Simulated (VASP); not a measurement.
# RbMgSbO3 (R3m) in VASP: single point with r2SCAN

Aim: the single point of RbMgSbO3 with r2SCAN.

Program: VASP 6.6.1. These are calculated values, not measurements. Logs are shortened: lines on timing, memory, paths and dates and some standing lists are left out, and cuts for length are marked.

## Step 1: The cell of the first run

The structure is trigonal, space group R3m (No. 160). The conventional cell has a = 6.183 Å, b = 6.183 Å, c = 12.056 Å, α = 90.00°, β = 90.00°, γ = 120.00°. Within 4.2 Å of Rb (site symmetry 3m) lie 9 O at 3.21 to 3.35 Å and 4 Sb at 3.59 to 3.65 Å and 3 Mg at 3.85 Å. Mg (site symmetry 3m) has 3 O at 1.89 Å within 2.5 Å. Within 2.5 Å of Sb (site symmetry 3m) lie 3 O at 1.92 Å. O (site symmetry m) has 1 Mg at 1.89 Å and 1 Sb at 1.92 Å within 2.5 Å.

## Step 2: Single point, r2SCAN

POSCAR

```
RbMgSbO3
1.0
    3.0914557107      1.7848527868      4.0186607574
   -3.0914557107      1.7848527868      4.0186607574
    0.0000000000     -3.5697055735      4.0186607574
Rb Mg Sb O
1 1 1 3
Direct
    0.8779837598      0.8779837598      0.8779837598
    0.3319735932      0.3319735932      0.3319735932
    0.5754906610      0.5754906610      0.5754906610
    0.4945870290      0.4945870290      0.9658740480
    0.9658740480      0.4945870290      0.4945870290
    0.4945870290      0.9658740480      0.4945870290
```

INCAR.step1

```
  ALGO = Normal
  EDIFF = 1E-4
  ENCUT = 520
  GGA = PE
  ISMEAR = 0
  LASPH = T
  LCHARG = F
  LREAL = F
  LWAVE = T
  NBANDS = 26
  NELM = 100
  PREC = Accurate
  SIGMA = 0.05
```

INCAR.step2

```
  ALGO = Normal
  EDIFF = 1E-6
  ENCUT = 520
  ISIF = 2
  ISMEAR = 0
  ISTART = 1
  LASPH = T
  LCHARG = F
  LMIXTAU = T
  LREAL = F
  LWAVE = F
  METAGGA = R2SCAN
  NBANDS = 26
  NELM = 100
  PREC = Accurate
  SIGMA = 0.05
```

KPOINTS

```
k-points
0
Gamma
  6 6 6
```

Potentials or basis: VASP PAW PBE potentials, release 64 (Rb_sv, Mg, Sb, O).

Launch:

```console
$ cat potpaw_PBE.64/Rb_sv/POTCAR potpaw_PBE.64/Mg/POTCAR potpaw_PBE.64/Sb/POTCAR potpaw_PBE.64/O/POTCAR > POTCAR
$ cp INCAR.step1 INCAR
$ mpirun -np 1 vasp_std > vasp.out
$ cp INCAR.step2 INCAR
$ mpirun -np 1 vasp_std > vasp.out
```

OUTCAR:

```text
EDIFF = 1E-6
   ENCUT = 520
   ISIF = 2
   ISMEAR = 0
   ISTART = 1
   LASPH = T
   LREAL = F
   METAGGA = R2SCAN
   NELM = 100
   PREC = Accurate

 ion  position               nearest neighbor table
   1  0.878  0.878  0.878-   5 3.21   6 3.21   4 3.21   6 3.35   5 3.35   4 3.35   4 3.35   5 3.35
                             6 3.35   3 3.59   3 3.59   3 3.59   3 3.65   2 3.85   2 3.85   2 3.85
   2  0.332  0.332  0.332-   5 1.89   6 1.89   4 1.89   3 2.94   1 3.85   1 3.85   1 3.85   1 4.40
                             1 4.40   1 4.40
   3  0.575  0.575  0.575-   4 1.92   5 1.92   6 1.92   2 2.94   1 3.59   1 3.59   1 3.59   1 3.65

   4  0.495  0.495  0.966-   2 1.89   3 1.92   1 3.21   1 3.35   1 3.35
   5  0.966  0.495  0.495-   2 1.89   3 1.92   1 3.21   1 3.35   1 3.35
   6  0.495  0.966  0.495-   2 1.89   3 1.92   1 3.21   1 3.35   1 3.35

  LATTYP: Found a trigonal (rhomboedric) cell.
 ALAT       =     5.3751681057
 COS(alpha) =     0.3384358674

  Lattice vectors:

 A1 = (   3.0914557107,   1.7848527868,   4.0186607574)
 A2 = (  -3.0914557107,   1.7848527868,   4.0186607574)
 A3 = (   0.0000000000,  -3.5697055735,   4.0186607574)

Analysis of symmetry for initial positions (statically):
=====================================================================
 Subroutine PRICEL returns:
 Original cell was already a primitive cell.

 Routine SETGRP: Setting up the symmetry group for a
 trigonal (rhombohedral) supercell.

 Subroutine GETGRP returns: Found  6 space group operations
 (whereof  6 operations were pure point group operations)
 out of a pool of 12 trial point group operations.

The static configuration has the point symmetry C_3v.

Analysis of symmetry for dynamics (positions and initial velocities):
=====================================================================
 Subroutine PRICEL returns:
 Original cell was already a primitive cell.

 Routine SETGRP: Setting up the symmetry group for a
 trigonal (rhombohedral) supercell.

 Subroutine GETGRP returns: Found  6 space group operations
 (whereof  6 operations were pure point group operations)
 out of a pool of 12 trial point group operations.

The dynamic configuration has the point symmetry C_3v.

 Subroutine INISYM returns: Found  6 space group operations
 (whereof  6 operations are pure point group operations),
 and found     1 'primitive' translations

----------------------------------------------------------------------------------------

                                     Primitive cell

  volume of cell :     133.0448

  direct lattice vectors                    reciprocal lattice vectors
     3.091455711  1.784852787  4.018660757     0.161736103  0.093378383  0.082946373
    -3.091455711  1.784852787  4.018660757    -0.161736103  0.093378383  0.082946373
     0.000000000 -3.569705573  4.018660757     0.000000000 -0.186756765  0.082946373

  length of vectors
     5.375168106  5.375168106  5.375168106     0.204348208  0.204348208  0.204348208

  position of ions in fractional coordinates (direct lattice)
     0.877983760  0.877983760  0.877983760
     0.331973593  0.331973593  0.331973593
     0.575490661  0.575490661  0.575490661
     0.494587029  0.494587029  0.965874048
     0.965874048  0.494587029  0.494587029
     0.494587029  0.965874048  0.494587029

  ion indices of the primitive-cell ions
   primitive index   ion index
                 1           1
                 2           2
                 3           3
                 4           4
                 5           5
                 6           6

----------------------------------------------------------------------------------------

 KPOINTS: k-points

Automatic generation of k-mesh.
 Grid dimensions read from file:
 generate k-points for:    6    6    6

 Generating k-lattice:

  Cartesian coordinates                     Fractional coordinates (reciprocal lattice)
     0.026956017  0.015563064  0.013824395     0.166666667  0.000000000  0.000000000
    -0.026956017  0.015563064  0.013824395     0.000000000  0.166666667  0.000000000
     0.000000000 -0.031126128  0.013824395     0.000000000  0.000000000  0.166666667

  Length of vectors
     0.034058035  0.034058035  0.034058035

  Shift w.r.t. Gamma in fractional coordinates (k-lattice)
     0.000000000  0.000000000  0.000000000

 Subroutine IBZKPT returns following result:
 ===========================================

 Found     32 irreducible k-points:

 Following reciprocal coordinates:
            Coordinates               Weight
  0.000000  0.000000  0.000000      1.000000
  0.166667 -0.000000 -0.000000      6.000000
  0.333333  0.000000  0.000000      6.000000
  0.500000  0.000000  0.000000      3.000000
  0.166667  0.166667 -0.000000      6.000000
  0.333333  0.166667  0.000000     12.000000
[... 16 lines left out ...]
  0.500000  0.500000  0.166667      6.000000
 -0.333333  0.500000  0.166667     12.000000
 [... further k-points ...]
   k-points           NKPTS =     32   k-points in BZ     NKDIM =     32   number of bands    NBANDS=     26
   number of dos      NEDOS =    301   number of ions     NIONS =      6
   total plane-waves  NPLWV =  64000
   dimension x,y,z NGX =    40 NGY =   40 NGZ =   40
   dimension x,y,z NGXF=    80 NGYF=   80 NGZF=   80
   ions per type =               1   1   1   3
   NGX,Y,Z   is equivalent  to a cutoff of  12.37, 12.37, 12.37 a.u.
   NGXF,Y,Z  is equivalent  to a cutoff of  24.74, 24.74, 24.74 a.u.
 SYSTEM =  unknown system
   PREC   = accura    normal or accurate (medium, high low for compatibility)
   ISTART =      1    job   : 0-new  1-cont  2-samecut
   ICHARG =      0    charge: 1-file 2-atom 10-const
   ISPIN  =      1    spin polarized calculation?
   LNONCOLLINEAR =      F non collinear calculations
   LSORBIT =      F    spin-orbit coupling
   LASPH  =      T    aspherical Exc in radial PAW
   ENCUT  =  520.0 eV  38.22 Ry    6.18 a.u.   9.99  9.99  9.99*2*pi/ulx,y,z
   NELM   =    100;   NELMIN=  2; NELMDL=  0     # of ELM steps
   EDIFF  = 0.1E-05   stopping-criterion for ELM
   LREAL  =      F    real-space projection
   EDIFFG = 0.1E-04   stopping-criterion for IOM
   NSW    =      0    number of steps for IOM
   IBRION =     -1    ionic relax: 0-MD 1-quasi-New 2-CG
   NFREE  =      0    steps in history (QN), initial steepest desc. (CG)
   ISIF   =      2    stress and relaxation
   ISYM   =      2    0-nonsym 1-usesym 2-fastsym
   POTIM  = 0.5000    time-step for ionic-motion
   TEBEG  =    0.0;   TEEND  =   0.0 temperature during run
   PSTRESS=    0.0 pullay stress
   NELECT =      34.0000    total number of electrons
   NUPDOWN=      -1.0000    fix difference up-down
   EMIN   =  10.00;   EMAX   =-10.00  energy-range for DOS
   EFERMI =   0.00;   METHOD = LEGACY
   ISMEAR =     0;   SIGMA  =   0.05  broadening in eV -4-tet -1-fermi 0-gaus
   EFERMI_NEDOS =   21; number of points for ismear=-14 and -15
   IALGO  =     38    algorithm
   IMIX   =      4    mixing-type and parameters
     AMIX     =   0.40;   BMIX     =  1.00
     AMIX_MAG =   1.60;   BMIX_MAG =  1.00
  volume/ion in A,a.u.               =      22.17       149.64
  Fermi-wavevector in a.u.,A,eV,Ry     =   1.038887  1.963212 14.684590  1.079287
  Thomas-Fermi vector in A             =   2.173392
   LORBIT       =      0    0 simple, 1 ext, 2 COOP (PROOUT), +10 PAW based schemes
   METAGGA = R2SCAN    functional components
   LHFCALC =     F    Hartree Fock is set to
   AEXX    =    0.0000 exact exchange contribution
   IVDW    =     0    specifies the selected vdW correction
   LEPSILON=     F    determine dielectric tensor
   LRPA    =     F    only Hartree local field effects (RPA)
 non-spin polarized calculation
 Gauss-broadening in eV      SIGMA  =   0.05
  energy-cutoff  :      520.00
  volume of cell :      133.04
 maximum number of plane-waves:      3632
   NGX = 19   NGY = 19   NGZ = 19

 number of electron      34.0000013 magnetization

 Free energy of the ion-electron system (eV)
  ---------------------------------------------------
  ext. energy  EPLUGINS =         0.00000000
  ---------------------------------------------------
  free energy    TOTEN  =       -73.11066314 eV

  energy without entropy =      -73.11066314  energy(sigma->0) =      -73.11066314

 E-fermi :   1.1405     XC(G=0):  -8.3075

 val. band max:        0.9158257587   @ k =   0.5000   0.5000   0.5000
 cond. band min:       4.4918675665   @ k =   0.5000   0.5000   0.5000
 fundamental gap:      3.5760418079
 Fermi energy:         1.1405219662

 k-point     1 :       0.0000    0.0000    0.0000
  band No.  band energies     occupation
      1     -26.1199      2.00000
      2     -18.1684      2.00000
      3     -17.0167      2.00000
      4     -17.0167      2.00000
      5      -9.7449      2.00000
      6      -9.7449      2.00000
[... 18 lines left out ...]
     25       9.8154      0.00000
     26       9.8154      0.00000

 k-point     2 :       0.1667   -0.0000   -0.0000
  band No.  band energies     occupation
      1     -26.1194      2.00000
      2     -18.1484      2.00000
      3     -17.0488      2.00000
      4     -17.0171      2.00000
      5      -9.7441      2.00000
      6      -9.7389      2.00000
[... 18 lines left out ...]
     25       9.7297      0.00000
     26       9.9820      0.00000

 k-point     3 :       0.3333    0.0000    0.0000
  band No.  band energies     occupation
      1     -26.1184      2.00000
      2     -18.1043      2.00000
      3     -17.1161      2.00000
      4     -17.0177      2.00000
      5      -9.7426      2.00000
      6      -9.7274      2.00000
[... 18 lines left out ...]
     25       9.6699      0.00000
     26       9.7619      0.00000

 k-point     4 :       0.5000    0.0000    0.0000
  band No.  band energies     occupation
      1     -26.1179      2.00000
      2     -18.0799      2.00000
      3     -17.1519      2.00000
      4     -17.0179      2.00000
      5      -9.7419      2.00000
      6      -9.7219      2.00000
[... 18 lines left out ...]
     25       9.4166      0.00000
     26       9.5276      0.00000

 k-point     5 :       0.1667    0.1667   -0.0000
  band No.  band energies     occupation
      1     -26.1191      2.00000
      2     -18.1453      2.00000
      3     -17.0459      2.00000
      4     -17.0238      2.00000
      5      -9.7436      2.00000
      6      -9.7414      2.00000
[... 18 lines left out ...]
     25       9.6544      0.00000
     26       9.9935      0.00000

 k-point     6 :       0.3333    0.1667    0.0000
  band No.  band energies     occupation
      1     -26.1182      2.00000
      2     -18.1109      2.00000
      3     -17.0982      2.00000
      4     -17.0244      2.00000
      5      -9.7442      2.00000
      6      -9.7327      2.00000
[... 427 lines left out ...]
 k-point    21 :      -0.3333    0.3333    0.1667
  band No.  band energies     occupation
      1     -26.1169      2.00000
      2     -18.0692      2.00000
      3     -17.1520      2.00000
      4     -17.0312      2.00000
      5      -9.7450      2.00000
      6      -9.7313      2.00000
[... 18 lines left out ...]
     25       9.5521      0.00000
     26       9.7888      0.00000

 k-point    22 :      -0.1667    0.3333    0.1667
  band No.  band energies     occupation
      1     -26.1176      2.00000
      2     -18.0765      2.00000
      3     -17.1457      2.00000
      4     -17.0286      2.00000
      5      -9.7411      2.00000
      6      -9.7272      2.00000
[... 18 lines left out ...]
     25       9.6368      0.00000
     26       9.9873      0.00000

 k-point    23 :       0.5000    0.5000    0.1667
  band No.  band energies     occupation
      1     -26.1165      2.00000
      2     -18.0838      2.00000
      3     -17.1158      2.00000
      4     -17.0434      2.00000
      5      -9.7507      2.00000
      6      -9.7370      2.00000
[... 18 lines left out ...]
     25       9.4132      0.00000
     26      10.0157      0.00000

 k-point    24 :      -0.3333    0.5000    0.1667
  band No.  band energies     occupation
      1     -26.1166      2.00000
      2     -18.0657      2.00000
      3     -17.1499      2.00000
      4     -17.0378      2.00000
      5      -9.7479      2.00000
      6      -9.7305      2.00000
[... 18 lines left out ...]
     25       9.4768      0.00000
     26       9.8335      0.00000

 [... further k-points ...]
[... 5 lines left out ...]
  --------------------------------------------------------------------------------------
  -------------------------------------------------------------------------------------
  Total        0.1633352      0.1633352      0.1113176      0.0000000      0.0000000      0.0000000
  in kB        1.9669459      1.9669459      1.3405298      0.0000000      0.0000000      0.0000000
  external PRESSURE =       1.7581405 kB  Pullay stress =       0.0000000 kB

 VOLUME and BASIS-vectors are now :
 -----------------------------------------------------------------------------
  energy-cutoff  :      520.00
  volume of cell :      133.04
      direct lattice vectors                 reciprocal lattice vectors
     3.091455711  1.784852787  4.018660757     0.161736103  0.093378383  0.082946373
    -3.091455711  1.784852787  4.018660757    -0.161736103  0.093378383  0.082946373
     0.000000000 -3.569705573  4.018660757     0.000000000 -0.186756765  0.082946373

 POSITION                                       TOTAL-FORCE (eV/Angst)
 -----------------------------------------------------------------------------------
      0.00000      0.00000     10.58496         0.000000      0.000000      0.005091
      0.00000      0.00000      4.00227         0.000000     -0.000000     -0.007828
      0.00000      0.00000      6.93811         0.000000     -0.000000     -0.208520
      0.00000     -1.68236      7.85668         0.000000     -0.132128      0.070419
      1.45696      0.84118      7.85668         0.114426      0.066064      0.070419
     -1.45696      0.84118      7.85668        -0.114426      0.066064      0.070419
 -----------------------------------------------------------------------------------
    total drift:                               -0.000000     -0.000000      0.000479

  FREE ENERGIE OF THE ION-ELECTRON SYSTEM (eV)
  ---------------------------------------------------
  free  energy   TOTEN  =       -73.1106631378 eV

  energy  without entropy=      -73.1106631378  energy(sigma->0) =      -73.11066314
```

It used 580 s of CPU time on 1 thread of AMD EPYC 7R13 Processor (Zen 3), with other jobs on the host.

Results:

| Quantity | Value |
| --- | --- |
| Free energy | -73.1107 eV |
| Pressure | 0.2 GPa |
| Largest force | 0.209 eV/Å |
| Band gap on the k mesh | 3.58 eV, direct |

Forces on the atoms (eV/Å):
```
Rb   0.000  0.000  0.005
Mg   0.000  0.000 -0.008
Sb   0.000  0.000 -0.209
O    0.000 -0.132  0.070
O    0.114  0.066  0.070
O   -0.114  0.066  0.070
```

Caveat: the PAW data sets were made with another functional, which shifts forces and pressure a little; spin-orbit coupling is left out, which moves the levels of the heavy elements.
